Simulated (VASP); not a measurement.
# Co (P6/mmm) in VASP: further runs

The runs below take Co through single point, with LDA.

Program: VASP 6.6.1. These are calculated values, not measurements. Logs are shortened: lines on timing, memory, paths and dates and some standing lists are left out, and cuts for length are marked.

## 1. The cell of the first run

Symmetry: P6/mmm, No. 191, hexagonal system. Conventional cell: a = 3.867 Å, b = 3.867 Å, c = 2.367 Å, α = 90.00°, β = 90.00°, γ = 120.00°. Co (site symmetry 6/mmm) has 14 Co at 2.37 to 2.53 Å within 3.1 Å. Co (site symmetry -6m2) has 11 Co at 2.23 to 2.53 Å within 3.0 Å.

## 2. Single point, LDA (volume scaled by 1.04)

The input, INCAR:

```
PREC = Accurate ; ENCUT = 600
EDIFF = 1E-6 ; ISMEAR = -1
SIGMA = 0.1 ; LREAL = False
LASPH = True ; NELM = 120
ALGO = Normal ; ISIF = 2
LWAVE = False ; LCHARG = False
NBANDS = 20 ; GGA_COMPAT = False
```

The input, KPOINTS:

```
regular mesh
0
Gamma
  11 11 15
```

The input, POSCAR:

```
Co
1.0
    3.8667837253      0.0000000000      0.0000000000
   -1.9333918627      3.3487329370      0.0000000000
    0.0000000000      0.0000000000      2.3672252054
Co
3
Direct
    0.0000000000      0.0000000000      0.0000000000
    0.3333333333      0.6666666667      0.5000000000
    0.6666666667      0.3333333333      0.5000000000
```

Potentials or basis: VASP PAW LDA potentials, release 64 (Co).

Command:

```sh
> cat potpaw_LDA.64/Co/POTCAR > POTCAR
> mpirun -np 1 vasp_std > vasp.out
```

OUTCAR:

```text
PREC = Accurate
   ENCUT = 600
   EDIFF = 1E-6
   ISMEAR = -1
   LREAL = False
   LASPH = True
   NELM = 120
   ISIF = 2

 ion  position               nearest neighbor table
   1  0.000  0.000  0.000-   2 2.53   3 2.53   2 2.53   3 2.53   2 2.53   2 2.53   3 2.53   3 2.53
                             3 2.53   3 2.53   2 2.53   2 2.53
   2  0.333  0.667  0.500-   3 2.23   3 2.23   3 2.23   1 2.53   1 2.53   1 2.53   1 2.53   1 2.53
                             1 2.53
   3  0.667  0.333  0.500-   2 2.23   2 2.23   2 2.23   1 2.53   1 2.53   1 2.53   1 2.53   1 2.53
                             1 2.53

  LATTYP: Found a hexagonal cell.
 ALAT       =     3.8667837253
 C/A-ratio  =     0.6121948817

  Lattice vectors:

 A1 = (   3.8667837253,   0.0000000000,   0.0000000000)
 A2 = (  -1.9333918627,   3.3487329370,   0.0000000000)
 A3 = (   0.0000000000,   0.0000000000,   2.3672252054)

Analysis of symmetry for initial positions (statically):
=====================================================================
 Subroutine PRICEL returns:
 Original cell was already a primitive cell.

 Routine SETGRP: Setting up the symmetry group for a
 hexagonal supercell.

 Subroutine GETGRP returns: Found 24 space group operations
 (whereof 24 operations were pure point group operations)
 out of a pool of 24 trial point group operations.

The static configuration has the point symmetry D_6h.

Analysis of symmetry for dynamics (positions and initial velocities):
=====================================================================
 Subroutine PRICEL returns:
 Original cell was already a primitive cell.

 Routine SETGRP: Setting up the symmetry group for a
 hexagonal supercell.

 Subroutine GETGRP returns: Found 24 space group operations
 (whereof 24 operations were pure point group operations)
 out of a pool of 24 trial point group operations.

The dynamic configuration has the point symmetry D_6h.

 Subroutine INISYM returns: Found 24 space group operations
 (whereof 24 operations are pure point group operations),
 and found     1 'primitive' translations

----------------------------------------------------------------------------------------

                                     Primitive cell

  volume of cell :      30.6528

  direct lattice vectors                    reciprocal lattice vectors
     3.866783725  0.000000000  0.000000000     0.258612860  0.149310205  0.000000000
    -1.933391863  3.348732937  0.000000000     0.000000000  0.298620409  0.000000000
     0.000000000  0.000000000  2.367225205     0.000000000  0.000000000  0.422435516

[... 85 lines left out ...]
   EDIFF  = 0.1E-05   stopping-criterion for ELM
   LREAL  =      F    real-space projection
   EDIFFG = 0.1E-04   stopping-criterion for IOM
   NSW    =      0    number of steps for IOM
   IBRION =     -1    ionic relax: 0-MD 1-quasi-New 2-CG
   NFREE  =      0    steps in history (QN), initial steepest desc. (CG)
   ISIF   =      2    stress and relaxation
   ISYM   =      2    0-nonsym 1-usesym 2-fastsym
   POTIM  = 0.5000    time-step for ionic-motion
   TEBEG  =    0.0;   TEEND  =   0.0 temperature during run
   PSTRESS=    0.0 pullay stress
   NELECT =      27.0000    total number of electrons
   NUPDOWN=      -1.0000    fix difference up-down
   EMIN   =  10.00;   EMAX   =-10.00  energy-range for DOS
   EFERMI =   0.00;   METHOD = LEGACY
   ISMEAR =    -1;   SIGMA  =   0.10  broadening in eV -4-tet -1-fermi 0-gaus
   EFERMI_NEDOS =   21; number of points for ismear=-14 and -15
   IALGO  =     38    algorithm
   IMIX   =      4    mixing-type and parameters
     AMIX     =   0.40;   BMIX     =  1.00
     AMIX_MAG =   1.60;   BMIX_MAG =  1.00
  volume/ion in A,a.u.               =      10.22        68.95
  Fermi-wavevector in a.u.,A,eV,Ry     =   1.569300  2.965548 33.507120  2.462704
  Thomas-Fermi vector in A             =   2.671203
   LORBIT       =      0    0 simple, 1 ext, 2 COOP (PROOUT), +10 PAW based schemes
   GGA     = CA    functional components
   LHFCALC =     F    Hartree Fock is set to
   AEXX    =    0.0000 exact exchange contribution
   IVDW    =     0    specifies the selected vdW correction
   LEPSILON=     F    determine dielectric tensor
   LRPA    =     F    only Hartree local field effects (RPA)
 non-spin polarized calculation
  energy-cutoff  :      600.00
  volume of cell :       30.65
 maximum number of plane-waves:      1048
 NGX is ok and might be reduce to    32
   NGX = 15   NGY = 15   NGZ =  9

 number of electron      26.9999994 magnetization

 Free energy of the ion-electron system (eV)
  ---------------------------------------------------
  ext. energy  EPLUGINS =         0.00000000
  ---------------------------------------------------
  free energy    TOTEN  =       -23.72185352 eV

  energy without entropy =      -23.43281924  energy(sigma->0) =      -23.57733638

 E-fermi :  10.7975     XC(G=0): -14.0981

 val. band max:       10.7965147070   @ k =   0.3636   0.0909   0.4667
 cond. band min:      10.7982223892   @ k =   0.1818  -0.0000   0.2000
 fundamental gap:      0.0017076822
 Fermi energy:        10.7975478798

 k-point     1 :       0.0000    0.0000    0.0000
  band No.  band energies     occupation
      1       1.6296      2.00000
      2       6.4300      2.00000
      3       7.7945      2.00000
      4       7.7945      2.00000
      5       7.7979      2.00000
      6       7.7979      2.00000
[... 541 lines left out ...]
     19      19.5544      0.00000
     20      21.2478      0.00000

 [... further k-points ...]

------------------------ aborting loop because EDIFF is reached ----------------------------------------

  FORCE on cell =-STRESS in cart. coord.  units (eV):
  Direction    XX          YY          ZZ          XY          YZ          ZX
  --------------------------------------------------------------------------------------
  -------------------------------------------------------------------------------------
  Total       -2.2001601     -2.2001601     -1.9895539      0.0000000      0.0000000      0.0000000
  in kB     -114.9992178   -114.9992178   -103.9911361      0.0000000      0.0000000      0.0000000
  external PRESSURE =    -111.3298572 kB  Pullay stress =       0.0000000 kB

 VOLUME and BASIS-vectors are now :
 -----------------------------------------------------------------------------
  energy-cutoff  :      600.00
  volume of cell :       30.65
      direct lattice vectors                 reciprocal lattice vectors
     3.866783725  0.000000000  0.000000000     0.258612860  0.149310205  0.000000000
    -1.933391863  3.348732937  0.000000000     0.000000000  0.298620409  0.000000000
     0.000000000  0.000000000  2.367225205     0.000000000  0.000000000  0.422435516

 POSITION                                       TOTAL-FORCE (eV/Angst)
 -----------------------------------------------------------------------------------
      0.00000      0.00000      0.00000        -0.000000     -0.000000      0.000000
     -0.00000      2.23249      1.18361        -0.000000      0.000000      0.000000
      1.93339      1.11624      1.18361         0.000000      0.000000      0.000000
 -----------------------------------------------------------------------------------
    total drift:                               -0.000000      0.000000     -0.000000

  FREE ENERGIE OF THE ION-ELECTRON SYSTEM (eV)
  ---------------------------------------------------
  free  energy   TOTEN  =       -23.7218535205 eV

  energy  without entropy=      -23.4328192406  energy(sigma->0) =      -23.57733638
```

stdout:

```text
POSCAR found type information on POSCAR Co
 POSCAR found :  1 types and       3 ions
 scaLAPACK will be used
 LDA part: xc-table for (Slater(with rela. corr.)+CA(PZ))
 , standard interpolation
 POSCAR, INCAR and KPOINTS ok, starting setup
 FFT: planning ... GRIDC
 FFT: planning ... GRID_SOFT
 FFT: planning ... GRID
 WAVECAR not read
 entering main loop
```

It took 56 s on 1 thread of Intel Xeon 6975P-C, shared host; peak memory 0.19 GiB.

Results:

| Item | Value |
| --- | --- |
| Free energy | -23.7219 eV |
| Pressure | -11.1 GPa |

Stress tensor (GPa, compression positive):
```
-11.50   0.00   0.00
  0.00 -11.50   0.00
  0.00   0.00 -10.40
```

Levels at points of the mesh, in eV from the Fermi level:
```csv
k point,band 10,band 11,band 12,band 13,band 14,band 15,band 16,band 17,band 18,band 19
"(0.00, 0.00, 0.00)",-1.62,-1.01,-1.01,-0.98,-0.98,0.47,0.47,7.22,7.22,7.25
```

Caveat: the run has no spin polarisation, though such a crystal can be magnetic. Spin polarisation is off, so any magnetic state and its effect on volume and gap are missing.

## 3. Single point, LDA (volume scaled by 1.08)

The input, INCAR:

```
PREC     = Accurate       # precision mode
ENCUT    = 600            # plane-wave cutoff, eV
EDIFF    = 1E-6           # SCF threshold, eV
ISMEAR   = -1             # smearing method
SIGMA    = 0.1            # smearing width, eV
LREAL    = F              # projectors in reciprocal space
LASPH    = T              # aspherical terms in the spheres
NELM     = 120            # most SCF steps
ALGO     = Normal         # electronic algorithm
ISIF     = 2              # what is computed and relaxed
LWAVE    = F              # write WAVECAR
LCHARG   = T              # write CHGCAR
GGA      = CA             # functional
LELF     = T              # ELF
LVHAR    = T            
NBANDS   = 20             # bands
GGA_COMPAT= F
```

KPOINTS is that of step 2.

The input, POSCAR:

```
Co
1.0
    3.9157355514      0.0000000000      0.0000000000
   -1.9578677757      3.3911264620      0.0000000000
    0.0000000000      0.0000000000      2.3971932628
Co
3
Direct
    0.0000000000      0.0000000000      0.0000000000
    0.3333333333      0.6666666667      0.5000000000
    0.6666666667      0.3333333333      0.5000000000
```

Potentials or basis: VASP PAW LDA potentials, release 64 (Co).

Command:

```sh
> cat potpaw_LDA.64/Co/POTCAR > POTCAR
> mpirun -np 1 vasp_std > vasp.out
```

Wall time 56 s (1 thread of Intel Xeon 6975P-C, shared host); peak memory 0.2 GiB.

Results (log left out):

```yaml
Free_energy: -23.6076 eV
Pressure: -19.3 GPa
```

Stress tensor (GPa, compression positive):
```
-19.85   0.00   0.00
  0.00 -19.85   0.00
  0.00   0.00 -18.29
```

Levels at points of the mesh, in eV from the Fermi level:
```tsv
k point	band 10	band 11	band 12	band 13	band 14	band 15	band 16	band 17	band 18	band 19
(0.00, 0.00, 0.00)	-1.53	-0.95	-0.95	-0.92	-0.92	0.45	0.45	7.01	7.01	7.04
```

Caveat: the run has no spin polarisation, though such a crystal can be magnetic. Spin polarisation is off, so any magnetic state and its effect on volume and gap are missing.
